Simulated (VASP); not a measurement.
# SrO (I-4m2) in VASP: notebook

Aim: see how the results for SrO move with the level of theory and the settings. Levels: PBE, r2SCAN. Tasks: single point.

Program: VASP 6.6.1. These are calculated values, not measurements. Logs are shortened: lines on timing, memory, paths and dates and some standing lists are left out, and cuts for length are marked.

### 1 The cell of the first run

It takes space group I-4m2 (No. 119, tetragonal). Conventional cell: a = 3.949 Å, b = 3.949 Å, c = 5.697 Å, α = 90.00°, β = 90.00°, γ = 90.00°. Sr (site symmetry -4m2) has 4 O at 2.43 Å within 3.2 Å. O (site symmetry -4m2) has 4 Sr at 2.43 Å within 3.2 Å.

### 2 Single point, PBE (uniaxial z strain +2.0%)

Input file INCAR:

```
SYSTEM = SrO
ALGO = Normal ; EDIFF = 1E-7
ENCUT = 520 ; GGA = PE
ISIF = 2 ; ISMEAR = -1
LASPH = .TRUE. ; LCHARG = .FALSE.
LREAL = .FALSE. ; LWAVE = .FALSE.
NBANDS = 15 ; NELM = 60
PREC = Accurate ; SIGMA = 0.02
```

Input file KPOINTS:

```
k-points
0
G
  8 8 8
  0 0 0
```

Input file POSCAR:

```
SrO
1.0
    0.0000000000      2.7922805169      2.8486845834
    2.7922805169      0.0000000000      2.8486845834
    2.7922805169      2.7922805169      0.0000000000
Sr O
1 1
Direct
    0.0000000000      0.0000000000      0.0000000000
    0.2500000000      0.2500000000      0.2500000000
```

Potentials or basis: VASP PAW PBE potentials, release 64 (Sr_sv, O).

The run is started by

```sh
$ cat potpaw_PBE.64/Sr_sv/POTCAR potpaw_PBE.64/O/POTCAR > POTCAR
$ mpirun -np 1 vasp_std > vasp.out
```

OUTCAR:

```text
SYSTEM = SrO
   EDIFF = 1E-7
   ENCUT = 520
   GGA = PE
   ISIF = 2
   ISMEAR = -1
   LASPH = .TRUE.
   LREAL = .FALSE.
   NELM = 60
   PREC = Accurate

 ion  position               nearest neighbor table
   1  0.000  0.000  0.000-   2 2.43   2 2.43   2 2.43   2 2.43
   2  0.250  0.250  0.250-   1 2.43   1 2.43   1 2.43   1 2.43

  LATTYP: Found a body centered tetragonal cell.
 ALAT       =     3.9488809770
 C/A-ratio  =     1.4427806764

  Lattice vectors:

 A1 = (  -2.7922805169,   0.0000000000,   2.8486845834)
 A2 = (   2.7922805169,   0.0000000000,   2.8486845834)
 A3 = (   0.0000000000,   2.7922805169,  -2.8486845834)

Analysis of symmetry for initial positions (statically):
=====================================================================
 Subroutine PRICEL returns:
 Original cell was already a primitive cell.

 Routine SETGRP: Setting up the symmetry group for a
 body centered tetragonal supercell.

 Subroutine GETGRP returns: Found  8 space group operations
 (whereof  8 operations were pure point group operations)
 out of a pool of 16 trial point group operations.

The static configuration has the point symmetry D_2d.

Analysis of symmetry for dynamics (positions and initial velocities):
=====================================================================
 Subroutine PRICEL returns:
 Original cell was already a primitive cell.

 Routine SETGRP: Setting up the symmetry group for a
 body centered tetragonal supercell.

 Subroutine GETGRP returns: Found  8 space group operations
 (whereof  8 operations were pure point group operations)
 out of a pool of 16 trial point group operations.

The dynamic configuration has the point symmetry D_2d.

 Subroutine INISYM returns: Found  8 space group operations
 (whereof  8 operations are pure point group operations),
 and found     1 'primitive' translations

----------------------------------------------------------------------------------------

                                     Primitive cell

  volume of cell :      44.4214

  direct lattice vectors                    reciprocal lattice vectors
     0.000000000  2.792280517  2.848684583    -0.179065104  0.179065104  0.175519608
     2.792280517  0.000000000  2.848684583     0.179065104 -0.179065104  0.175519608
     2.792280517  2.792280517  0.000000000     0.179065104  0.179065104 -0.175519608

  length of vectors
     3.988964069  3.988964069  3.948880977     0.308116464  0.308116464  0.308116464

  position of ions in fractional coordinates (direct lattice)
     0.000000000  0.000000000  0.000000000
     0.250000000  0.250000000  0.250000000

  ion indices of the primitive-cell ions
   primitive index   ion index
                 1           1
                 2           2

----------------------------------------------------------------------------------------

 KPOINTS: k-points

Automatic generation of k-mesh.
 Grid dimensions read from file:
 generate k-points for:    8    8    8

 Generating k-lattice:

  Cartesian coordinates                     Fractional coordinates (reciprocal lattice)
    -0.022383138  0.022383138  0.021939951     0.125000000  0.000000000  0.000000000
     0.022383138 -0.022383138  0.021939951     0.000000000  0.125000000  0.000000000
     0.022383138  0.022383138 -0.021939951     0.000000000  0.000000000  0.125000000

  Length of vectors
     0.038514558  0.038514558  0.038514558

  Shift w.r.t. Gamma in fractional coordinates (k-lattice)
     0.000000000  0.000000000  0.000000000

 Subroutine IBZKPT returns following result:
 ===========================================

 Found     59 irreducible k-points:

 Following reciprocal coordinates:
            Coordinates               Weight
  0.000000  0.000000  0.000000      1.000000
  0.125000  0.000000  0.000000      8.000000
  0.250000  0.000000  0.000000      8.000000
  0.375000  0.000000  0.000000      8.000000
  0.500000  0.000000  0.000000      4.000000
  0.125000  0.125000  0.000000      2.000000
[... 16 lines left out ...]
  0.250000  0.000000  0.125000     16.000000
  0.375000  0.000000  0.125000     16.000000
 [... further k-points ...]
   k-points           NKPTS =     59   k-points in BZ     NKDIM =     59   number of bands    NBANDS=     15
   number of dos      NEDOS =    301   number of ions     NIONS =      2
   total plane-waves  NPLWV =  27000
   dimension x,y,z NGX =    30 NGY =   30 NGZ =   30
   dimension x,y,z NGXF=    60 NGYF=   60 NGZF=   60
   ions per type =               1   1
   NGX,Y,Z   is equivalent  to a cutoff of  12.50, 12.50, 12.63 a.u.
   NGXF,Y,Z  is equivalent  to a cutoff of  25.01, 25.01, 25.26 a.u.
 SYSTEM =  SrO
   PREC   = accura    normal or accurate (medium, high low for compatibility)
   ISTART =      0    job   : 0-new  1-cont  2-samecut
   ICHARG =      2    charge: 1-file 2-atom 10-const
   ISPIN  =      1    spin polarized calculation?
   LNONCOLLINEAR =      F non collinear calculations
   LSORBIT =      F    spin-orbit coupling
   LASPH  =      T    aspherical Exc in radial PAW
   ENCUT  =  520.0 eV  38.22 Ry    6.18 a.u.   7.42  7.42  7.34*2*pi/ulx,y,z
   NELM   =     60;   NELMIN=  2; NELMDL= -5     # of ELM steps
   EDIFF  = 0.1E-06   stopping-criterion for ELM
   LREAL  =      F    real-space projection
   EDIFFG = 0.1E-05   stopping-criterion for IOM
   NSW    =      0    number of steps for IOM
   IBRION =     -1    ionic relax: 0-MD 1-quasi-New 2-CG
   NFREE  =      0    steps in history (QN), initial steepest desc. (CG)
   ISIF   =      2    stress and relaxation
   ISYM   =      2    0-nonsym 1-usesym 2-fastsym
   POTIM  = 0.5000    time-step for ionic-motion
   TEBEG  =    0.0;   TEEND  =   0.0 temperature during run
   PSTRESS=    0.0 pullay stress
   NELECT =      16.0000    total number of electrons
   NUPDOWN=      -1.0000    fix difference up-down
   EMIN   =  10.00;   EMAX   =-10.00  energy-range for DOS
   EFERMI =   0.00;   METHOD = LEGACY
   ISMEAR =    -1;   SIGMA  =   0.02  broadening in eV -4-tet -1-fermi 0-gaus
   EFERMI_NEDOS =   21; number of points for ismear=-14 and -15
   IALGO  =     38    algorithm
   IMIX   =      4    mixing-type and parameters
     AMIX     =   0.40;   BMIX     =  1.00
     AMIX_MAG =   1.60;   BMIX_MAG =  1.00
  volume/ion in A,a.u.               =      22.21       149.89
  Fermi-wavevector in a.u.,A,eV,Ry     =   1.164798  2.201149 18.459769  1.356755
  Thomas-Fermi vector in A             =   2.301332
   LORBIT       =      0    0 simple, 1 ext, 2 COOP (PROOUT), +10 PAW based schemes
   GGA     = PE    functional components
   LHFCALC =     F    Hartree Fock is set to
   AEXX    =    0.0000 exact exchange contribution
   IVDW    =     0    specifies the selected vdW correction
   LEPSILON=     F    determine dielectric tensor
   LRPA    =     F    only Hartree local field effects (RPA)
 non-spin polarized calculation
  energy-cutoff  :      520.00
  volume of cell :       44.42
 maximum number of plane-waves:      1227
 NGX is ok and might be reduce to    30
   NGX = 15   NGY = 15   NGZ = 15

 number of electron      16.0000004 magnetization

 Free energy of the ion-electron system (eV)
  ---------------------------------------------------
  ext. energy  EPLUGINS =         0.00000000
  ---------------------------------------------------
  free energy    TOTEN  =       -11.76559952 eV

  energy without entropy =      -11.76559952  energy(sigma->0) =      -11.76559952

 E-fermi :   0.6406     XC(G=0):  -8.5416

 val. band max:        0.2168783710   @ k =  -0.2500   0.5000   0.2500
 cond. band min:       2.6806610389   @ k =   0.0000   0.0000   0.0000
 fundamental gap:      2.4637826679
 Fermi energy:         0.6406299405

 k-point     1 :       0.0000    0.0000    0.0000
  band No.  band energies     occupation
      1     -32.0774      2.00000
      2     -14.5377      2.00000
      3     -13.9744      2.00000
      4     -13.9744      2.00000
      5     -13.9690      2.00000
      6      -0.6042      2.00000
      7      -0.5914      2.00000
      8      -0.5914      2.00000
      9       2.6807      0.00000
     10       8.0687      0.00000
     11       8.2792      0.00000
     12       9.3163      0.00000
     13       9.5453      0.00000
     14       9.5453      0.00000
     15      15.0285      0.00000

 k-point     2 :       0.1250    0.0000    0.0000
  band No.  band energies     occupation
      1     -32.0694      2.00000
      2     -14.9011      2.00000
      3     -13.9855      2.00000
      4     -13.9839      2.00000
      5     -13.6398      2.00000
      6      -0.7001      2.00000
      7      -0.5502      2.00000
      8      -0.5398      2.00000
      9       3.1870      0.00000
     10       7.7831      0.00000
     11       7.9591      0.00000
     12       9.1296      0.00000
     13       9.7616      0.00000
     14       9.8966      0.00000
     15      13.6866      0.00000

 k-point     3 :       0.2500    0.0000    0.0000
  band No.  band energies     occupation
      1     -32.0500      2.00000
      2     -15.3761      2.00000
      3     -14.0150      2.00000
      4     -14.0119      2.00000
      5     -13.2458      2.00000
      6      -0.7540      2.00000
      7      -0.4406      2.00000
      8      -0.4228      2.00000
      9       4.2417      0.00000
     10       7.5266      0.00000
     11       7.6506      0.00000
     12       8.4592      0.00000
     13      10.1346      0.00000
     14      10.2086      0.00000
     15      12.2495      0.00000

 k-point     4 :       0.3750    0.0000    0.0000
  band No.  band energies     occupation
      1     -32.0305      2.00000
      2     -15.7081      2.00000
      3     -14.0456      2.00000
      4     -14.0380      2.00000
      5     -13.0044      2.00000
      6      -0.6146      2.00000
      7      -0.3453      2.00000
      8      -0.3180      2.00000
      9       5.1139      0.00000
     10       7.5760      0.00000
     11       7.6695      0.00000
     12       7.7047      0.00000
     13      10.1084      0.00000
     14      10.1279      0.00000
     15      11.9099      0.00000
[... 307 lines left out ...]
 k-point    22 :       0.1250    0.0000    0.1250
  band No.  band energies     occupation
      1     -32.0665      2.00000
      2     -14.9734      2.00000
      3     -14.0084      2.00000
      4     -13.9992      2.00000
      5     -13.5496      2.00000
      6      -0.7984      2.00000
      7      -0.5099      2.00000
      8      -0.4777      2.00000
      9       3.3639      0.00000
     10       7.2732      0.00000
     11       8.3035      0.00000
     12       9.4843      0.00000
     13       9.7087      0.00000
     14       9.7110      0.00000
     15      14.1547      0.00000

 k-point    23 :       0.2500    0.0000    0.1250
  band No.  band energies     occupation
      1     -32.0508      2.00000
      2     -15.3345      2.00000
      3     -14.0439      2.00000
      4     -14.0342      2.00000
      5     -13.2294      2.00000
      6      -0.8871      2.00000
      7      -0.4013      2.00000
      8      -0.3594      2.00000
      9       4.2298      0.00000
     10       6.7098      0.00000
     11       8.2438      0.00000
     12       9.0866      0.00000
     13       9.9252      0.00000
     14      10.1660      0.00000
     15      12.9249      0.00000

 k-point    24 :       0.3750    0.0000    0.1250
  band No.  band energies     occupation
      1     -32.0314      2.00000
      2     -15.6633      2.00000
      3     -14.0943      2.00000
      4     -14.0672      2.00000
      5     -12.9613      2.00000
      6      -0.7624      2.00000
      7      -0.3085      2.00000
      8      -0.2566      2.00000
      9       5.0603      0.00000
     10       6.5629      0.00000
     11       8.1188      0.00000
     12       8.5261      0.00000
     13      10.0755      0.00000
     14      10.3803      0.00000
     15      12.0724      0.00000

 [... further k-points ...]
[... 5 lines left out ...]
  --------------------------------------------------------------------------------------
  -------------------------------------------------------------------------------------
  Total        0.0640728      0.0640728     -0.0156105      0.0000000     -0.0000000      0.0000000
  in kB        2.3109575      2.3109575     -0.5630344      0.0000000     -0.0000000      0.0000000
  external PRESSURE =       1.3529602 kB  Pullay stress =       0.0000000 kB

 VOLUME and BASIS-vectors are now :
 -----------------------------------------------------------------------------
  energy-cutoff  :      520.00
  volume of cell :       44.42
      direct lattice vectors                 reciprocal lattice vectors
     0.000000000  2.792280517  2.848684583    -0.179065104  0.179065104  0.175519608
     2.792280517  0.000000000  2.848684583     0.179065104 -0.179065104  0.175519608
     2.792280517  2.792280517  0.000000000     0.179065104  0.179065104 -0.175519608

 POSITION                                       TOTAL-FORCE (eV/Angst)
 -----------------------------------------------------------------------------------
      0.00000      0.00000      0.00000         0.000000      0.000000     -0.000000
      1.39614      1.39614      1.42434        -0.000000     -0.000000      0.000000
 -----------------------------------------------------------------------------------
    total drift:                                0.000000      0.000000     -0.000000

  FREE ENERGIE OF THE ION-ELECTRON SYSTEM (eV)
  ---------------------------------------------------
  free  energy   TOTEN  =       -11.7655995160 eV

  energy  without entropy=      -11.7655995160  energy(sigma->0) =      -11.76559952
```

Run time: 32 s. Hardware: 1 thread of Intel Xeon Platinum 8375C at 2.90GHz (Ice Lake), shared host; peak memory 0.19 GiB.

Results:

```yaml
Free_energy: -11.7656 eV
Pressure: 0.1 GPa
Band_gap_on_the_k_mesh: 2.46 eV, indirect (least direct gap 3.27 eV)
```

Stress tensor (GPa, compression positive):
```
 0.23  0.00  0.00
 0.00  0.23  0.00
 0.00  0.00 -0.06
```

Levels at points of the mesh, in eV from the valence-band top:
```csv
k point,band 4,band 5,band 6,band 7,band 8,band 9,band 10,band 11,band 12,band 13
"(0.00, 0.00, 0.00)",-14.19,-14.19,-0.82,-0.81,-0.81,2.46,7.85,8.06,9.10,9.33
"(0.50, 0.00, 0.00)",-14.27,-13.14,-0.72,-0.53,-0.50,5.22,7.04,7.49,7.56,9.73
"(0.50, 0.50, 0.00)",-14.39,-12.80,-1.39,-0.01,-0.01,4.48,5.65,9.51,9.82,9.82
"(0.50, 0.00, 0.50)",-14.39,-12.85,-1.38,-0.03,-0.01,4.55,5.70,9.50,9.77,9.85
```

Caveat: the cell differs from its parent crystal (uniaxial z strain +2.0%). A k mesh can miss the band edges.

[end of part 1 of 2]
